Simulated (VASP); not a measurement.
Set up this calculation in VASP 6.6.1, as the native input.

- Task: single point
- Functional: r2SCAN
- Potentials or basis: VASP PAW PBE potentials, release 64 (Re, P)
- Cutoff: 520 eV
- k mesh: 12 × 12 × 12
- Occupations: gaussian, width 0.05 eV
- Spin: no spin polarisation
- Dipole correction: no
- Further INCAR settings: ALGO = Normal; EDIFF = 1e-06; NBANDS = 13

The system is ReP.

```
CELL_PARAMETERS angstrom
0.00000 2.45798 2.45798
2.45798 0.00000 2.45798
2.45798 2.45798 0.00000
ATOMIC_POSITIONS crystal
Re 0.50000 0.50000 0.50000
P 0.00000 0.00000 0.00000
```

The input as run:

POSCAR

```
ReP
1.0
    0.0000000000      2.4579799456      2.4579799456
    2.4579799456      0.0000000000      2.4579799456
    2.4579799456      2.4579799456      0.0000000000
Re P
1 1
Direct
    0.5000000000      0.5000000000      0.5000000000
    0.0000000000      0.0000000000      0.0000000000
```

INCAR.step1

```
ALGO     = Normal         # electronic algorithm
EDIFF    = 1E-4           # SCF threshold, eV
ENCUT    = 520            # plane-wave cutoff, eV
GGA      = PE             # functional
ISMEAR   = 0              # smearing method
LASPH    = True           # aspherical terms in the spheres
LCHARG   = False          # write CHGCAR
LREAL    = False          # projectors in reciprocal space
LWAVE    = True           # write WAVECAR
NBANDS   = 13             # bands
NELM     = 60             # most SCF steps
PREC     = Accurate       # precision mode
SIGMA    = 0.05           # smearing width, eV
```

INCAR.step2

```
ALGO     = Normal         # electronic algorithm
EDIFF    = 1E-6           # SCF threshold, eV
ENCUT    = 520            # plane-wave cutoff, eV
ISIF     = 2              # what is computed and relaxed
ISMEAR   = 0              # smearing method
ISTART   = 1            
LASPH    = True           # aspherical terms in the spheres
LCHARG   = True           # write CHGCAR
LELF     = True           # ELF
LMIXTAU  = True         
LREAL    = False          # projectors in reciprocal space
LVHAR    = True         
LWAVE    = False          # write WAVECAR
METAGGA  = R2SCAN         # meta-GGA
NBANDS   = 13             # bands
NELM     = 60             # most SCF steps
PREC     = Accurate       # precision mode
SIGMA    = 0.05           # smearing width, eV
```

KPOINTS

```
k-points
0
Gamma
  12 12 12
```

Potentials or basis: VASP PAW PBE potentials, release 64 (Re, P).

Command:

```bash
$ cat potpaw_PBE.64/Re/POTCAR potpaw_PBE.64/P/POTCAR > POTCAR
$ cp INCAR.step1 INCAR
$ mpirun -np 1 vasp_std > vasp.out
$ cp INCAR.step2 INCAR
$ mpirun -np 1 vasp_std > vasp.out
```

It gave:

```json
{"Pressure": "-2.3 GPa", "Band gap on the k mesh": "zero (bands 6 and 7 overlap by 0.80 eV)"}
```

Caveat: the PAW data sets were made with another functional, which shifts forces and pressure a little; spin-orbit coupling is left out, which moves the levels of the heavy elements.

It took 2.6 min on 1 thread of Intel Xeon 8259CL, on a shared host, peak memory 0.19 GiB.
